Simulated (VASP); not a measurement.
Set up this calculation in VASP 6.6.1, as the native input.

* Task: single point
* Functional: PBE
* Potentials or basis: VASP PAW PBE potentials, release 64 (Er_3, Br), 4f in core
* Cutoff: 500 eV
* k mesh: 6 × 6 × 6
* Occupations: gaussian, width 0.1 eV
* Spin: no spin polarisation
* Dipole correction: no
* Further INCAR settings: ALGO = Normal; EDIFF = 1e-06; NBANDS = 35

The structure of Er5Br lies in POSCAR:

```
Er5Br
1.0
    5.8524816295      0.0000000000      0.0000000000
   -2.9262408147      5.0683977663      0.0000000000
    0.0000000000      0.0000000000      6.2358400753
Er Br
5 1
Direct
    0.3333333333      0.6666666667      0.0000000000
    0.6666666667      0.3333333333      0.0000000000
    0.3333333333      0.6666666667      0.5000000000
    0.6666666667      0.3333333333      0.5000000000
    0.0000000000      0.0000000000      0.5000000000
    0.0000000000      0.0000000000      0.0000000000
```

The cell was generated, and may not be a known phase.

These files were run (other wordings do the same):

INCAR

```
PREC = Accurate
ENCUT = 500
EDIFF = 1E-6
ISMEAR = 0
SIGMA = 0.1
LREAL = False
LASPH = True
NELM = 200
ALGO = Normal
ISIF = 2
LWAVE = False
LCHARG = False
GGA = PE
NBANDS = 35
GGA_COMPAT = False
LMAXMIX = 6
```

KPOINTS

```
regular mesh
0
Gamma
  6 6 6
```

Potentials or basis: VASP PAW PBE potentials, release 64 (Er_3, Br), 4f in core.

The run is started by

```sh
$ cat potpaw_PBE.64/Er_3/POTCAR potpaw_PBE.64/Br/POTCAR > POTCAR
$ mpirun -np 1 vasp_std > vasp.out
```

It gave:

* Pressure: 0.2 GPa
* Band gap on the k mesh: zero (bands 26 and 27 overlap by 0.50 eV)

Caveat: spin-orbit coupling is left out, which moves the levels of the heavy elements; the 4f electrons are frozen in the core, so they carry no moment and show no levels; the run has no spin polarisation, though such a crystal can be magnetic.

It took 4.9 min on 1 thread of Intel(R) Xeon(R) Platinum 8375C CPU @ 2.90GHz (Ice Lake), on a shared host, peak memory 0.38 GiB.
